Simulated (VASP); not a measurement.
Wanted: the native input for a VASP 6.6.1 run.

```
Task                   : single point
Functional             : PBE
Dispersion             : D3(BJ)
Potentials or basis    : VASP PAW PBE potentials, release 64 (Mo_sv, S)
Cutoff                 : 500 eV
k mesh                 : 12 × 12 × 6
Occupations            : gaussian, width 0.05 eV
Spin                   : no spin polarisation
Dipole correction      : no
Further INCAR settings : ALGO = Normal; EDIFF = 1e-06; NBANDS = 20
```

The structure of MoS2 lies in POSCAR:

```
MoS2
1.0
    3.0089878490      0.0000000000      0.0000000000
   -1.5044939245      2.6058599169      0.0000000000
    0.0000000000      0.0000000000      6.6971042555
Mo S
1 2
Direct
    0.0000000000      0.0000000000      0.0000000000
    0.3333333333      0.6666666667      0.2357940733
    0.3333333333      0.6666666667      0.7642059267
```

One way to write it, as run:

INCAR

```
SYSTEM = MoS2
ALGO = Normal
EDIFF = 1E-6
ENCUT = 500
GGA = PE
GGA_COMPAT = .FALSE.
ISIF = 2
ISMEAR = 0
IVDW = 12
LASPH = .TRUE.
LCHARG = .TRUE.
LELF = .TRUE.
LREAL = .FALSE.
LVHAR = .TRUE.
LWAVE = .FALSE.
NBANDS = 20
NELM = 120
PREC = Accurate
SIGMA = 0.05
```

KPOINTS

```
k-points
0
G
  12 12 6
  0 0 0
```

Potentials or basis: VASP PAW PBE potentials, release 64 (Mo_sv, S).

Launch:

```sh
$ cat potpaw_PBE.64/Mo_sv/POTCAR potpaw_PBE.64/S/POTCAR > POTCAR
$ mpirun -np 1 vasp_std > vasp.out
```

It gave:

```yaml
Pressure: 13.3 GPa
Largest_force: 0.794 eV/Å
Band_gap_on_the_k_mesh: 1.45 eV (least direct gap 2.28 eV)
Dispersion_energy_per_atom: -0.434 eV
```

Caveat: the cell stands under pressure.

It took 71 s on 1 thread of Intel Xeon 8259CL, on a shared host, peak memory 0.23 GiB.
